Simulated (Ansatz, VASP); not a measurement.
# Two plane-wave programs on Zr4ScO

File INCAR:

```
ALGO = Normal
EDIFF = 1E-7
EDIFFG = -0.04
ENCUT = 600
GGA = PE
GGA_COMPAT = F
IBRION = 2
ISIF = 3
ISMEAR = 0
LASPH = T
LCHARG = F
LREAL = F
LWAVE = F
NELM = 120
NELMIN = 4
NSW = 90
PREC = Accurate
SIGMA = 0.1
```

Contents of KPOINTS:

```
k-points
0
Gamma
  4 4 4
```

File POSCAR:

```
Zr4ScO
1.0
    0.0000000000      3.5239688600      3.5239688600
    3.5239688600      0.0000000000      3.5239688600
    3.5239688600      3.5239688600      0.0000000000
Zr Sc O
4 1 1
Direct
    0.1219371000      0.6260209700      0.6260209700
    0.6260209700      0.1219371000      0.6260209700
    0.6260209700      0.6260209700      0.1219371000
    0.6260209700      0.6260209700      0.6260209700
    0.2500000000      0.2500000000      0.2500000000
    0.0000000000      0.0000000000      0.0000000000
```

Input for Ansatz:

```yaml
crystal:
  lattice:
    - [0.0, 3.52396886, 3.52396886]
    - [3.52396886, 0.0, 3.52396886]
    - [3.52396886, 3.52396886, 0.0]
  atoms:
    - { symbol: Zr, position: [0.1219371, 0.62602097, 0.62602097] }
    - { symbol: Zr, position: [0.62602097, 0.1219371, 0.62602097] }
    - { symbol: Zr, position: [0.62602097, 0.62602097, 0.1219371] }
    - { symbol: Zr, position: [0.62602097, 0.62602097, 0.62602097] }
    - { symbol: Sc, position: [0.25, 0.25, 0.25] }
    - { symbol: O, position: [0.0, 0.0, 0.0] }
basis:
  ecutwfc: 420
kpoints:
  mp_grid: { grid: [4, 4, 4] }
hamiltonian:
  xc: pbe
scf:
  occupations: { method: gaussian, width: 0.1 }
  lower_state_search: "off"
output:
  forces: true
  stress: true
  eigenvalues: true
relax:
  adjacent_minimum: "off"
  f_tol: 0.04
  max_steps: 70
  cell: { stress_tol: 0.4 }
```

Change from the starting cell: species swapped into the NdInCu4 type (F-43m, No. 216).

Alike in both runs: task relaxation of cell and atoms; functional PBE; k mesh 4 × 4 × 4; occupations gaussian, width 0.1 eV; no spin polarisation.

|  | VASP | Ansatz |
| --- | --- | --- |
| version | VASP 6.6.1 | Ansatz 0.2.0 |
| potentials or method | VASP PAW PBE potentials, release 64 (Zr_sv, Sc_sv, O), cutoff 600 eV | scalar-relativistic, plane waves, PAW |
| valence electrons in the cell | 65 | 65 |

|  | VASP | Ansatz | Ansatz less VASP |
| --- | --- | --- | --- |
| gap on the k mesh at the Fermi level, each at its own relaxed structure (eV) | none | none | - |
| relaxed volume (Å³/atom) | 22.41 | 22.41 | -0.002 |
| relaxed cell length with the largest relative difference (Å) | 5.751 | 5.751 | -0.0002 |

A gap of «none» marks a metal or a gap that the smearing closes.

The k mesh is coarse, so the values compare programs but aren't converged. Noted on VASP's run: the volume moved by over 15 % at a fixed basis, so the end points are rough.
